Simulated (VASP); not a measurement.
# TaN (P-62m) in VASP: a series of runs

Runs on TaN. Level: LDA. Tasks: relaxation of cell and atoms, single point.

Program: VASP 6.6.1. These are calculated values, not measurements. Logs are shortened: lines on timing, memory, paths and dates and some standing lists are left out, and cuts for length are marked.

**1. The cell of the first run**

Symmetry: P-62m, No. 189, hexagonal system. The conventional cell has a = 5.196 Å, b = 5.196 Å, c = 2.911 Å, α = 90.00°, β = 90.00°, γ = 120.00°. Ta (site symmetry -6) has 6 N at 2.16 Å and 5 Ta at 2.91 to 3.00 Å within 3.0 Å. Ta (site symmetry -62m) has 3 N at 2.04 Å within 2.7 Å. Within 3.0 Å of N (site symmetry m2m) lie 5 Ta at 2.04 to 2.16 Å and 6 N at 2.77 to 2.91 Å.

**2. Relaxation of cell and atoms, LDA, target pressure 10 GPa, at which the enthalpy is minimised**

INCAR

```
PREC = Accurate
ENCUT = 600
EDIFF = 1E-6
ISMEAR = -1
SIGMA = 0.1
LREAL = False
LASPH = True
NELM = 80
ALGO = Normal
ISIF = 3
LWAVE = False
LCHARG = False
GGA = CA
IBRION = 2
NSW = 60
EDIFFG = -0.01
PSTRESS = 100.0
```

KPOINTS

```
Automatic mesh
0
Gamma
  5 5 8
```

POSCAR

```
TaN
1.0
    5.1960000000      0.0000000000      0.0000000000
   -2.5980000000      4.4998680000      0.0000000000
    0.0000000000      0.0000000000      2.9110000000
Ta N
3 3
Direct
    0.3333333333      0.6666666667      0.5000000000
    0.6666666667      0.3333333333      0.5000000000
    0.0000000000      0.0000000000      0.0000000000
    0.3928500000      0.0000000000      0.0000000000
    0.6071500000      0.6071500000      0.0000000000
    0.0000000000      0.3928500000      0.0000000000
```

Potentials or basis: VASP PAW LDA potentials, release 64 (Ta_pv, N).

Run with:

```bash
> cat potpaw_LDA.64/Ta_pv/POTCAR potpaw_LDA.64/N/POTCAR > POTCAR
> mpirun -np 1 vasp_std > vasp.out
```

OUTCAR:

```text
PREC = Accurate
   ENCUT = 600
   EDIFF = 1E-6
   ISMEAR = -1
   LREAL = False
   LASPH = True
   NELM = 80
   ISIF = 3
   GGA = CA
   IBRION = 2
   NSW = 60
   EDIFFG = -0.01
   PSTRESS = 100.0

 ion  position               nearest neighbor table
   1  0.333  0.667  0.500-   5 2.16   5 2.16   6 2.16   6 2.16   4 2.16   4 2.16   2 3.00   2 3.00
                             2 3.00   3 3.33   3 3.33   3 3.33   3 3.33   3 3.33   3 3.33
   2  0.667  0.333  0.500-   6 2.16   6 2.16   4 2.16   4 2.16   5 2.16   5 2.16   1 3.00   1 3.00
                             1 3.00   3 3.33   3 3.33   3 3.33   3 3.33   3 3.33   3 3.33
   3  0.000  0.000  0.000-   4 2.04   5 2.04   6 2.04   2 3.33   1 3.33   1 3.33   2 3.33   2 3.33
                             2 3.33   1 3.33   1 3.33   2 3.33   2 3.33   1 3.33   1 3.33
   4  0.393  0.000  0.000-   3 2.04   1 2.16   1 2.16   2 2.16   2 2.16
   5  0.607  0.607  0.000-   3 2.04   1 2.16   1 2.16   2 2.16   2 2.16
   6  0.000  0.393  0.000-   3 2.04   2 2.16   2 2.16   1 2.16   1 2.16

  LATTYP: Found a hexagonal cell.
 ALAT       =     5.1960000000
 C/A-ratio  =     0.5602386451

  Lattice vectors:

 A1 = (   5.1960000000,   0.0000000000,   0.0000000000)
 A2 = (  -2.5980000000,   4.4998680000,   0.0000000000)
 A3 = (   0.0000000000,   0.0000000000,   2.9110000000)

Analysis of symmetry for initial positions (statically):
=====================================================================
 Subroutine PRICEL returns:
 Original cell was already a primitive cell.

 Routine SETGRP: Setting up the symmetry group for a
 hexagonal supercell.

 Subroutine GETGRP returns: Found 12 space group operations
 (whereof 12 operations were pure point group operations)
 out of a pool of 24 trial point group operations.

The static configuration has the point symmetry D_3h.

Analysis of symmetry for dynamics (positions and initial velocities):
=====================================================================
 Subroutine PRICEL returns:
 Original cell was already a primitive cell.

 Routine SETGRP: Setting up the symmetry group for a
 hexagonal supercell.

 Subroutine GETGRP returns: Found 12 space group operations
 (whereof 12 operations were pure point group operations)
 out of a pool of 24 trial point group operations.

The dynamic configuration has the point symmetry D_3h.

 Subroutine INISYM returns: Found 12 space group operations
 (whereof 12 operations are pure point group operations),
 and found     1 'primitive' translations

----------------------------------------------------------------------------------------

                                     Primitive cell

  volume of cell :      68.0630

  direct lattice vectors                    reciprocal lattice vectors
     5.196000000  0.000000000  0.000000000     0.192455735  0.111114370  0.000000000
    -2.598000000  4.499868000  0.000000000     0.000000000  0.222228741  0.000000000
     0.000000000  0.000000000  2.911000000     0.000000000  0.000000000  0.343524562

  length of vectors
     5.196000000  5.196000002  2.911000000     0.222228741  0.222228741  0.343524562

  position of ions in fractional coordinates (direct lattice)
     0.333333333  0.666666667  0.500000000
     0.666666667  0.333333333  0.500000000
     0.000000000  0.000000000  0.000000000
     0.392850000  0.000000000  0.000000000
     0.607150000  0.607150000  0.000000000
     0.000000000  0.392850000  0.000000000

  ion indices of the primitive-cell ions
   primitive index   ion index
                 1           1
                 2           2
                 3           3
                 4           4
                 5           5
                 6           6

----------------------------------------------------------------------------------------

 KPOINTS: Automatic mesh

[... 46 lines left out ...]
  0.400000  0.000000  0.500000      6.000000
  0.200000  0.200000  0.500000      6.000000
   k-points           NKPTS =     25   k-points in BZ     NKDIM =     25   number of bands    NBANDS=     28
   number of dos      NEDOS =    301   number of ions     NIONS =      6
   total plane-waves  NPLWV =  42336
   dimension x,y,z NGX =    42 NGY =   42 NGZ =   24
   dimension x,y,z NGXF=    84 NGYF=   84 NGZF=   48
   ions per type =               3   3
   NGX,Y,Z   is equivalent  to a cutoff of  13.44, 13.44, 13.71 a.u.
   NGXF,Y,Z  is equivalent  to a cutoff of  26.88, 26.88, 27.41 a.u.
 SYSTEM =  unknown system
   PREC   = accura    normal or accurate (medium, high low for compatibility)
   ISTART =      0    job   : 0-new  1-cont  2-samecut
   ICHARG =      2    charge: 1-file 2-atom 10-const
   ISPIN  =      1    spin polarized calculation?
   LNONCOLLINEAR =      F non collinear calculations
   LSORBIT =      F    spin-orbit coupling
   LASPH  =      T    aspherical Exc in radial PAW
   ENCUT  =  600.0 eV  44.10 Ry    6.64 a.u.  10.38 10.38  5.81*2*pi/ulx,y,z
   NELM   =     80;   NELMIN=  2; NELMDL= -5     # of ELM steps
   EDIFF  = 0.1E-05   stopping-criterion for ELM
   LREAL  =      F    real-space projection
   EDIFFG = -.1E-01   stopping-criterion for IOM
   NSW    =     60    number of steps for IOM
   IBRION =      2    ionic relax: 0-MD 1-quasi-New 2-CG
   NFREE  =      1    steps in history (QN), initial steepest desc. (CG)
   ISIF   =      3    stress and relaxation
   ISYM   =      2    0-nonsym 1-usesym 2-fastsym
   POTIM  = 0.5000    time-step for ionic-motion
   TEBEG  =    0.0;   TEEND  =   0.0 temperature during run
   PSTRESS=  100.0 pullay stress
   NELECT =      48.0000    total number of electrons
   NUPDOWN=      -1.0000    fix difference up-down
   EMIN   =  10.00;   EMAX   =-10.00  energy-range for DOS
   EFERMI =   0.00;   METHOD = LEGACY
   ISMEAR =    -1;   SIGMA  =   0.10  broadening in eV -4-tet -1-fermi 0-gaus
   EFERMI_NEDOS =   21; number of points for ismear=-14 and -15
   IALGO  =     38    algorithm
   IMIX   =      4    mixing-type and parameters
     AMIX     =   0.40;   BMIX     =  1.00
     AMIX_MAG =   1.60;   BMIX_MAG =  1.00
  volume/ion in A,a.u.               =      11.34        76.55
  Fermi-wavevector in a.u.,A,eV,Ry     =   1.457197  2.753703 28.890916  2.123422
  Thomas-Fermi vector in A             =   2.574026
   LORBIT       =      0    0 simple, 1 ext, 2 COOP (PROOUT), +10 PAW based schemes
   GGA     = CA    functional components
   LHFCALC =     F    Hartree Fock is set to
   AEXX    =    0.0000 exact exchange contribution
   IVDW    =     0    specifies the selected vdW correction
   LEPSILON=     F    determine dielectric tensor
   LRPA    =     F    only Hartree local field effects (RPA)
 conjugate gradient relaxation of ions
 non-spin polarized calculation
  energy-cutoff  :      600.00
  volume of cell :       68.06
 maximum number of plane-waves:      2304
 NGX is ok and might be reduce to    42
   NGX = 21   NGY = 21   NGZ = 11

--------------------------------------- Ionic step        1  -------------------------------------------

 number of electron      48.0000004 magnetization

 Free energy of the ion-electron system (eV)
  ---------------------------------------------------
  ext. energy  EPLUGINS =         0.00000000
  ---------------------------------------------------
  free energy    TOTEN  =       -74.11183225 eV

  energy without entropy =      -74.08522047  energy(sigma->0) =      -74.09852636

------------------------ aborting loop because EDIFF is reached ----------------------------------------

  FORCE on cell =-STRESS in cart. coord.  units (eV):
  Direction    XX          YY          ZZ          XY          YZ          ZX
  --------------------------------------------------------------------------------------
  -------------------------------------------------------------------------------------
  Total       -3.1612793     -3.1612793     -4.3018707      0.0000000      0.0000000      0.0000000
  in kB      -74.4153166    -74.4153167   -101.2644047      0.0000000      0.0000000      0.0000000
  external PRESSURE =    -183.3650127 kB  Pullay stress =     100.0000000 kB
[... 29 lines left out ...]
--------------------------------------- Ionic step        2  -------------------------------------------

 number of electron      48.0000004 magnetization

 E-fermi :  10.6416     XC(G=0): -14.2942

 val. band max:       10.3936841023   @ k =   0.2000  -0.0000   0.1250
 cond. band min:      10.7164106954   @ k =   0.4000   0.0000   0.2500
 fundamental gap:      0.3227265930
 Fermi energy:        10.6416328895

 k-point     1 :       0.0000    0.0000    0.0000
  band No.  band energies     occupation
      1     -25.7354      2.00000
      2     -25.7354      2.00000
      3     -25.1863      2.00000
      4     -25.1863      2.00000
      5     -24.6595      2.00000
      6     -24.4681      2.00000
[... 733 lines left out ...]
     27      13.2575      0.00000
     28      13.3607      0.00000

 [... further k-points ...]
[... 5 lines left out ...]
  --------------------------------------------------------------------------------------
  -------------------------------------------------------------------------------------
  Total       28.7635032     28.7635032     31.9094661      0.0000000     -0.0000000      0.0000000
  in kB      822.1004607    822.1004614    912.0164051      0.0000000     -0.0000000      0.0000000
  external PRESSURE =     752.0724424 kB  Pullay stress =     100.0000000 kB
[... 67 lines left out ...]
  energy  without entropy=      -74.0898500300  energy(sigma->0) =      -74.10253897

  enthalpy is  TOTEN    =       -70.0697507144 eV   P V=        4.0454771979

[... ionic steps 4 to 9 ...]

--------------------------------------- Ionic step       10  -------------------------------------------

 number of electron      48.0000002 magnetization

------------------------ aborting loop because EDIFF is reached ----------------------------------------
[... 79 lines left out ...]
--------------------------------------- Ionic step       12  -------------------------------------------

 number of electron      48.0000001 magnetization

 Free energy of the ion-electron system (eV)
  ---------------------------------------------------
  ext. energy  EPLUGINS =         0.00000000
  ---------------------------------------------------
  free energy    TOTEN  =       -74.10329857 eV

  energy without entropy =      -74.07776122  energy(sigma->0) =      -74.09052989

 E-fermi :   8.9094     XC(G=0): -13.5216

 val. band max:        8.7086637003   @ k =   0.2000  -0.0000   0.1250
 cond. band min:       9.0443805983   @ k =   0.2000  -0.0000   0.2500
 fundamental gap:      0.3357168981
 Fermi energy:         8.9093522745

 k-point     1 :       0.0000    0.0000    0.0000
  band No.  band energies     occupation
      1     -27.2679      2.00000
      2     -27.2679      2.00000
      3     -26.8594      2.00000
      4     -26.8594      2.00000
      5     -26.6218      2.00000
      6     -26.4854      2.00000
[... 733 lines left out ...]
     27      11.0871      0.00000
     28      11.1762      0.00000

 [... further k-points ...]
[... 5 lines left out ...]
  --------------------------------------------------------------------------------------
  -------------------------------------------------------------------------------------
  Total        4.0386605      4.0386605      4.0281215      0.0000000     -0.0000000      0.0000000
  in kB      100.1909105    100.1909106     99.9294616      0.0000000     -0.0000000      0.0000000
  external PRESSURE =       0.1037609 kB  Pullay stress =     100.0000000 kB
[... 25 lines left out ...]
  energy  without entropy=      -74.0777612173  energy(sigma->0) =      -74.09052989

  enthalpy is  TOTEN    =       -70.0723336550 eV   P V=        4.0309649139

 reached required accuracy - stopping structural energy minimisation
```

Wall time 6 min (1 thread of Intel Xeon 8259CL, shared host); peak memory 0.22 GiB.

What came out:

* Free energy: -74.1033 eV
* Relaxed volume: 10.76 Å³/atom
* Relaxed cell: a = 5.110 Å, b = 5.110 Å, c = 2.856 Å, α = 90.00°, β = 90.00°, γ = 120.00°
* Space group after relaxing (to 0.1 Å): P-62m (No. 189)
* Energy change on relaxing (the run minimises the enthalpy): +1.4 meV/atom
* Ionic steps: 12
* Pressure after relaxing: 10.0 GPa
* Band gap on the k mesh: zero (bands 24 and 25 overlap by 3.27 eV)

Forces in eV/Å, atoms in the order of the input:
```
Ta   0.000  0.000  0.000
Ta   0.000  0.000  0.000
Ta   0.000  0.000  0.000
N    0.003  0.000  0.000
N   -0.001 -0.003  0.000
N   -0.001  0.003  0.000
```

Step by step:
```
step  energy change (eV)  largest force (eV/Å)  pressure (GPa)  volume (Å³)
   1              0.0000                0.0605           -8.34        68.06
   2              2.3328                0.8727           85.21        56.06
   3             -0.0034                0.1530            8.84        64.82
   4              0.0059                0.1644            9.74        64.66
   5              0.0101                0.1691           10.20        64.59
   6              0.0105                0.0077           10.21        64.56
   7              0.0104                0.0161           10.21        64.56
   8              0.0035                0.0102            9.49        64.67
   9              0.0064                0.0016            9.80        64.62
  10              0.0066                0.0025            9.80        64.61
  11              0.0110                0.0027           10.19        64.55
  12              0.0085                0.0029           10.01        64.58
```

Final structure:
```
Ta N
1.0
     5.10988    0.00000    0.00000
    -2.55494    4.42528    0.00000
     0.00000    0.00000    2.85606
Ta N
3 3
Direct
  0.33333 0.66667 0.50000
  0.66667 0.33333 0.50000
  0.00000 0.00000 0.00000
  0.39419 0.00000 0.00000
  0.60581 0.60581 0.00000
  0.00000 0.39419 0.00000
```

Caveat: the cell is relaxed towards a set pressure, so the run minimises the enthalpy, not the energy; spin-orbit coupling is left out, which moves the levels of the heavy elements. Zero-point motion and thermal expansion aren't in these numbers.

**3. Single point, LDA**

This run uses another cell than the first one, of 10.71 Å³/atom.

INCAR

```
  PREC = Accurate
  ENCUT = 520
  EDIFF = 1E-7
  ISMEAR = -1
  SIGMA = 0.1
  LREAL = False
  LASPH = True
  NELM = 80
  ALGO = Normal
  ISIF = 2
  LWAVE = False
  LCHARG = True
  LELF = True
  LVHAR = True
  NBANDS = 33
```

KPOINTS

```
regular mesh
0
Gamma
  5 5 8
```

POSCAR

```
TaN
1.0
    5.1007772748      0.0000000000      0.0000000000
   -2.5503886374      4.4174026991      0.0000000000
    0.0000000000      0.0000000000      2.8515884366
Ta N
3 3
Direct
    0.3333333333      0.6666666667      0.5000000000
    0.6666666667      0.3333333333      0.5000000000
    0.0000000000      0.0000000000      0.0000000000
    0.3942352384      0.0000000000      0.0000000000
    0.6057647616      0.6057647616      0.0000000000
    0.0000000000      0.3942352384      0.0000000000
```

Potentials or basis: VASP PAW LDA potentials, release 64 (Ta_pv, N).

Run with:

```bash
> cat potpaw_LDA.64/Ta_pv/POTCAR potpaw_LDA.64/N/POTCAR > POTCAR
> mpirun -np 1 vasp_std > vasp.out
```

Wall time 25 s (1 thread of Intel Xeon 6975P-C (Granite Rapids), shared host); peak memory 0.18 GiB.

Results (log left out):

```yaml
Free_energy: -74.0745 eV
Pressure: 12.1 GPa
Largest_force: 0.022 eV/Å
Band_gap_on_the_k_mesh: zero (bands 24 and 25 overlap by 3.29 eV)
```

Forces in eV/Å, atoms in the order of the input:
```
Ta   0.000  0.000  0.000
Ta   0.000  0.000  0.000
Ta   0.000  0.000  0.000
N    0.022  0.000  0.000
N   -0.011 -0.019  0.000
N   -0.011  0.019  0.000
```

Levels at points of the mesh, in eV from the Fermi level:
| k point | band 21 | band 22 | band 23 | band 24 | band 25 | band 26 | band 27 | band 28 |
| --- | --- | --- | --- | --- | --- | --- | --- | --- |
| (0.00, 0.00, 0.00) | -4.55 | -3.51 | -2.15 | -1.14 | -1.14 | 0.44 | 0.44 | 1.83 |
| (0.00, 0.00, 0.50) | -4.53 | -3.20 | -3.20 | 1.90 | 1.90 | 2.05 | 2.21 | 2.21 |

Caveat: the cell stands under pressure; spin-orbit coupling is left out, which moves the levels of the heavy elements.

(Part 1 of 2 ends here.)
